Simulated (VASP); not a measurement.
# Al2InAs3 (I-4m2) in VASP: single point with PBEsol

Aim: the single point of Al2InAs3 with PBEsol.

Program: VASP 6.6.1. These are calculated values, not measurements. Logs are shortened: lines on timing, memory, paths and dates and some standing lists are left out, and cuts for length are marked.

### 1 The cell of the first run

It takes space group I-4m2 (No. 119, tetragonal). The conventional cell has a = 4.150 Å, b = 4.150 Å, c = 17.661 Å, α = 90.00°, β = 90.00°, γ = 90.00°. Within 3.3 Å of Al (site symmetry 2mm) lie 4 As at 2.49 to 2.50 Å. In (site symmetry -4m2) has 4 As at 2.64 Å within 3.5 Å. As (site symmetry 2mm) has 2 Al at 2.49 Å and 2 In at 2.64 Å within 3.3 Å. Within 3.3 Å of As (site symmetry -4m2) lie 4 Al at 2.50 Å.

### 2 Single point, PBEsol

Contents of INCAR:

```
PREC = Accurate ; ENCUT = 520
EDIFF = 1E-7 ; ISMEAR = 0
SIGMA = 0.02 ; LREAL = F
LASPH = T ; NELM = 100
ALGO = Normal ; ISIF = 2
LWAVE = F ; LCHARG = T
GGA = PS ; LELF = T
LVHAR = T ; NBANDS = 26
```

Contents of KPOINTS:

```
regular mesh
0
Gamma
  10 10 10
```

Contents of POSCAR:

```
Al2InAs3
1.0
   -2.0750727000      2.0750727000      8.8307467000
    2.0750727000     -2.0750727000      8.8307467000
    2.0750727000      2.0750727000     -8.8307467000
Al In As
2 1 3
Direct
    0.8293350000      0.8293350000      0.0000000000
    0.1706650000      0.1706650000      0.0000000000
    0.5000000000      0.5000000000      0.0000000000
    0.4073040000      0.9073040000      0.5000000000
    0.0926960000      0.5926960000      0.5000000000
    0.7500000000      0.2500000000      0.5000000000
```

Potentials or basis: VASP PAW PBE potentials, release 64 (Al, In_d, As).

Started as:

```sh
$ cat potpaw_PBE.64/Al/POTCAR potpaw_PBE.64/In_d/POTCAR potpaw_PBE.64/As/POTCAR > POTCAR
$ mpirun -np 1 vasp_std > vasp.out
```

OUTCAR:

```text
PREC = Accurate
   ENCUT = 520
   EDIFF = 1E-7
   ISMEAR = 0
   LREAL = F
   LASPH = T
   NELM = 100
   ISIF = 2
   GGA = PS

 ion  position               nearest neighbor table
   1  0.829  0.829  0.000-   4 2.49   4 2.49   6 2.50   6 2.50
   2  0.171  0.171  0.000-   5 2.49   5 2.49   6 2.50   6 2.50
   3  0.500  0.500  0.000-   5 2.64   4 2.64   5 2.64   4 2.64
   4  0.407  0.907  0.500-   1 2.49   1 2.49   3 2.64   3 2.64
   5  0.093  0.593  0.500-   2 2.49   2 2.49   3 2.64   3 2.64
   6  0.750  0.250  0.500-   1 2.50   2 2.50   1 2.50   2 2.50

  LATTYP: Found a body centered tetragonal cell.
 ALAT       =     4.1501454000
 C/A-ratio  =     4.2556324412

  Lattice vectors:

 A1 = (  -2.0750727000,   2.0750727000,   8.8307467000)
 A2 = (   2.0750727000,  -2.0750727000,   8.8307467000)
 A3 = (   2.0750727000,   2.0750727000,  -8.8307467000)

Analysis of symmetry for initial positions (statically):
=====================================================================
 Subroutine PRICEL returns:
 Original cell was already a primitive cell.

 Routine SETGRP: Setting up the symmetry group for a
 body centered tetragonal supercell.

 Subroutine GETGRP returns: Found  8 space group operations
 (whereof  8 operations were pure point group operations)
 out of a pool of 16 trial point group operations.

The static configuration has the point symmetry D_2d.

Analysis of symmetry for dynamics (positions and initial velocities):
=====================================================================
 Subroutine PRICEL returns:
 Original cell was already a primitive cell.

 Routine SETGRP: Setting up the symmetry group for a
 body centered tetragonal supercell.

 Subroutine GETGRP returns: Found  8 space group operations
 (whereof  8 operations were pure point group operations)
 out of a pool of 16 trial point group operations.

The dynamic configuration has the point symmetry D_2d.

 Subroutine INISYM returns: Found  8 space group operations
 (whereof  8 operations are pure point group operations),
 and found     1 'primitive' translations

----------------------------------------------------------------------------------------

                                     Primitive cell

  volume of cell :     152.0982

  direct lattice vectors                    reciprocal lattice vectors
    -2.075072700  2.075072700  8.830746700     0.000000000  0.240955413  0.056620354
     2.075072700 -2.075072700  8.830746700     0.240955413  0.000000000  0.056620354
     2.075072700  2.075072700 -8.830746700     0.240955413  0.240955413  0.000000000

  length of vectors
     9.305586532  9.305586532  9.305586532     0.247518435  0.247518435  0.340762413

  position of ions in fractional coordinates (direct lattice)
     0.829335000  0.829335000  0.000000000
     0.170665000  0.170665000  0.000000000
     0.500000000  0.500000000  0.000000000
     0.407304000  0.907304000  0.500000000
     0.092696000  0.592696000  0.500000000
     0.750000000  0.250000000  0.500000000

  ion indices of the primitive-cell ions
   primitive index   ion index
                 1           1
                 2           2
                 3           3
                 4           4
                 5           5
                 6           6

----------------------------------------------------------------------------------------

 KPOINTS: regular mesh

Automatic generation of k-mesh.
 Grid dimensions read from file:
 generate k-points for:   10   10   10

 Generating k-lattice:

  Cartesian coordinates                     Fractional coordinates (reciprocal lattice)
     0.000000000  0.024095541  0.005662035     0.100000000  0.000000000  0.000000000
     0.024095541  0.000000000  0.005662035     0.000000000  0.100000000  0.000000000
     0.024095541  0.024095541  0.000000000     0.000000000  0.000000000  0.100000000

  Length of vectors
     0.024751843  0.024751843  0.034076241

  Shift w.r.t. Gamma in fractional coordinates (k-lattice)
     0.000000000  0.000000000  0.000000000

 Subroutine IBZKPT returns following result:
 ===========================================

 Found    102 irreducible k-points:

 Following reciprocal coordinates:
            Coordinates               Weight
  0.000000  0.000000  0.000000      1.000000
  0.100000 -0.000000  0.000000      8.000000
  0.200000 -0.000000  0.000000      8.000000
  0.300000  0.000000 -0.000000      8.000000
  0.400000 -0.000000  0.000000      8.000000
  0.500000 -0.000000  0.000000      4.000000
[... 16 lines left out ...]
  0.300000  0.300000  0.000000      8.000000
  0.400000  0.300000  0.000000     16.000000
 [... further k-points ...]
   k-points           NKPTS =    102   k-points in BZ     NKDIM =    102   number of bands    NBANDS=     26
   number of dos      NEDOS =    301   number of ions     NIONS =      6
   total plane-waves  NPLWV = 343000
   dimension x,y,z NGX =    70 NGY =   70 NGZ =   70
   dimension x,y,z NGXF=   140 NGYF=  140 NGZF=  140
   ions per type =               2   1   3
   NGX,Y,Z   is equivalent  to a cutoff of  12.51, 12.51, 12.51 a.u.
   NGXF,Y,Z  is equivalent  to a cutoff of  25.01, 25.01, 25.01 a.u.
 SYSTEM =  unknown system
   PREC   = accura    normal or accurate (medium, high low for compatibility)
   ISTART =      0    job   : 0-new  1-cont  2-samecut
   ICHARG =      2    charge: 1-file 2-atom 10-const
   ISPIN  =      1    spin polarized calculation?
   LNONCOLLINEAR =      F non collinear calculations
   LSORBIT =      F    spin-orbit coupling
   LASPH  =      T    aspherical Exc in radial PAW
   ENCUT  =  520.0 eV  38.22 Ry    6.18 a.u.  17.30 17.30 17.30*2*pi/ulx,y,z
   NELM   =    100;   NELMIN=  2; NELMDL= -5     # of ELM steps
   EDIFF  = 0.1E-06   stopping-criterion for ELM
   LREAL  =      F    real-space projection
   EDIFFG = 0.1E-05   stopping-criterion for IOM
   NSW    =      0    number of steps for IOM
   IBRION =     -1    ionic relax: 0-MD 1-quasi-New 2-CG
   NFREE  =      0    steps in history (QN), initial steepest desc. (CG)
   ISIF   =      2    stress and relaxation
   ISYM   =      2    0-nonsym 1-usesym 2-fastsym
   POTIM  = 0.5000    time-step for ionic-motion
   TEBEG  =    0.0;   TEEND  =   0.0 temperature during run
   PSTRESS=    0.0 pullay stress
   NELECT =      34.0000    total number of electrons
   NUPDOWN=      -1.0000    fix difference up-down
   EMIN   =  10.00;   EMAX   =-10.00  energy-range for DOS
   EFERMI =   0.00;   METHOD = LEGACY
   ISMEAR =     0;   SIGMA  =   0.02  broadening in eV -4-tet -1-fermi 0-gaus
   EFERMI_NEDOS =   21; number of points for ismear=-14 and -15
   IALGO  =     38    algorithm
   IMIX   =      4    mixing-type and parameters
     AMIX     =   0.40;   BMIX     =  1.00
     AMIX_MAG =   1.60;   BMIX_MAG =  1.00
  volume/ion in A,a.u.               =      25.35       171.07
  Fermi-wavevector in a.u.,A,eV,Ry     =   0.993558  1.877552 13.431087  0.987157
  Thomas-Fermi vector in A             =   2.125448
   LORBIT       =      0    0 simple, 1 ext, 2 COOP (PROOUT), +10 PAW based schemes
   GGA     = PS    functional components
   LHFCALC =     F    Hartree Fock is set to
   AEXX    =    0.0000 exact exchange contribution
   IVDW    =     0    specifies the selected vdW correction
   LEPSILON=     F    determine dielectric tensor
   LRPA    =     F    only Hartree local field effects (RPA)
 non-spin polarized calculation
 Gauss-broadening in eV      SIGMA  =   0.02
  energy-cutoff  :      520.00
  volume of cell :      152.10
 maximum number of plane-waves:      4112
 NGX is ok and might be reduce to    70
   NGX = 35   NGY = 35   NGZ = 35

 number of electron      34.0000004 magnetization

 Free energy of the ion-electron system (eV)
  ---------------------------------------------------
  ext. energy  EPLUGINS =         0.00000000
  ---------------------------------------------------
  free energy    TOTEN  =       -28.52243958 eV

  energy without entropy =      -28.52243958  energy(sigma->0) =      -28.52243958

 E-fermi :   3.7984     XC(G=0):  -9.0744

 val. band max:        3.7120162371   @ k =   0.0000   0.0000   0.0000
 cond. band min:       4.4814496507   @ k =   0.0000   0.0000   0.0000
 fundamental gap:      0.7694334136
 Fermi energy:         3.7983615629

 k-point     1 :       0.0000    0.0000    0.0000
  band No.  band energies     occupation
      1     -10.4584      2.00000
      2     -10.3172      2.00000
      3     -10.3172      2.00000
      4     -10.2548      2.00000
      5     -10.2437      2.00000
      6      -7.9937      2.00000
[... 18 lines left out ...]
     25       7.7712      0.00000
     26      11.1204      0.00000

 k-point     2 :       0.1000   -0.0000    0.0000
  band No.  band energies     occupation
      1     -10.4543      2.00000
      2     -10.3252      2.00000
      3     -10.3169      2.00000
      4     -10.2532      2.00000
      5     -10.2455      2.00000
      6      -7.9269      2.00000
[... 18 lines left out ...]
     25       8.0377      0.00000
     26      10.1082      0.00000

 k-point     3 :       0.2000   -0.0000    0.0000
  band No.  band energies     occupation
      1     -10.4445      2.00000
      2     -10.3449      2.00000
      3     -10.3160      2.00000
      4     -10.2501      2.00000
      5     -10.2488      2.00000
      6      -7.7334      2.00000
[... 572 lines left out ...]
 k-point    23 :       0.3000    0.3000    0.0000
  band No.  band energies     occupation
      1     -10.4224      2.00000
      2     -10.3898      2.00000
      3     -10.3092      2.00000
      4     -10.2701      2.00000
      5     -10.2348      2.00000
      6      -6.9110      2.00000
[... 18 lines left out ...]
     25       9.3726      0.00000
     26       9.5180      0.00000

 k-point    24 :       0.4000    0.3000    0.0000
  band No.  band energies     occupation
      1     -10.4242      2.00000
      2     -10.3996      2.00000
      3     -10.2998      2.00000
      4     -10.2756      2.00000
      5     -10.2308      2.00000
      6      -6.6368      2.00000
[... 18 lines left out ...]
     25       9.4892      0.00000
     26       9.9957      0.00000

 [... further k-points ...]

------------------------ aborting loop because EDIFF is reached ----------------------------------------

  FORCE on cell =-STRESS in cart. coord.  units (eV):
  Direction    XX          YY          ZZ          XY          YZ          ZX
  --------------------------------------------------------------------------------------
  -------------------------------------------------------------------------------------
  Total       -1.8509515     -1.8509515     -1.9592675      0.0000000      0.0000000      0.0000000
  in kB      -19.4976187    -19.4976187    -20.6386014      0.0000000      0.0000000      0.0000000
  external PRESSURE =     -19.8779463 kB  Pullay stress =       0.0000000 kB

 VOLUME and BASIS-vectors are now :
 -----------------------------------------------------------------------------
  energy-cutoff  :      520.00
  volume of cell :      152.10
      direct lattice vectors                 reciprocal lattice vectors
    -2.075072700  2.075072700  8.830746700     0.000000000  0.240955413  0.056620354
     2.075072700 -2.075072700  8.830746700     0.240955413  0.000000000  0.056620354
     2.075072700  2.075072700 -8.830746700     0.240955413  0.240955413  0.000000000

 POSITION                                       TOTAL-FORCE (eV/Angst)
 -----------------------------------------------------------------------------------
      0.00000      0.00000     14.64729        -0.000000     -0.000000      0.003401
      0.00000      0.00000      3.01420        -0.000000     -0.000000     -0.003401
      0.00000      0.00000      8.83075        -0.000000     -0.000000     -0.000000
      2.07507      0.00000      7.19360         0.000000      0.000000      0.102534
      2.07507      0.00000      1.63715         0.000000      0.000000     -0.102534
     -0.00000      2.07507      4.41537        -0.000000     -0.000000      0.000000
 -----------------------------------------------------------------------------------
    total drift:                               -0.000000      0.000000      0.000000

  FREE ENERGIE OF THE ION-ELECTRON SYSTEM (eV)
  ---------------------------------------------------
  free  energy   TOTEN  =       -28.5224395789 eV

  energy  without entropy=      -28.5224395789  energy(sigma->0) =      -28.52243958
```

It took 50 min on 1 thread of Oxide Virtual Turin-like, shared host; peak memory 0.87 GiB.

What came out:

| Item | Value |
| --- | --- |
| Free energy | -28.5224 eV |
| Pressure | -2.0 GPa |
| Largest force | 0.103 eV/Å |
| Band gap on the k mesh | 0.77 eV |

Forces on the atoms (eV/Å):
```
Al   0.000  0.000  0.003
Al   0.000  0.000 -0.003
In   0.000  0.000  0.000
As   0.000  0.000  0.103
As   0.000  0.000 -0.103
As   0.000  0.000  0.000
```

Levels at points of the mesh, in eV from the valence-band top:
```
           k point  band 15  band 16  band 17  band 18  band 19  band 20
(0.00, 0.00, 0.00)    -0.20     0.00     0.00     0.77     1.59     2.02
(0.50, 0.00, 0.00)    -1.18    -0.91    -0.48     1.41     2.56     2.77
(0.50, 0.50, 0.00)    -2.64    -2.17    -2.17     1.37     1.92     2.96
(0.50, 0.50, 0.50)    -1.03    -0.56    -0.56     1.37     2.01     2.75
```

Caveat: the PAW data sets were made with another functional, which shifts forces and pressure a little; spin-orbit coupling is left out, which moves the levels of the heavy elements.
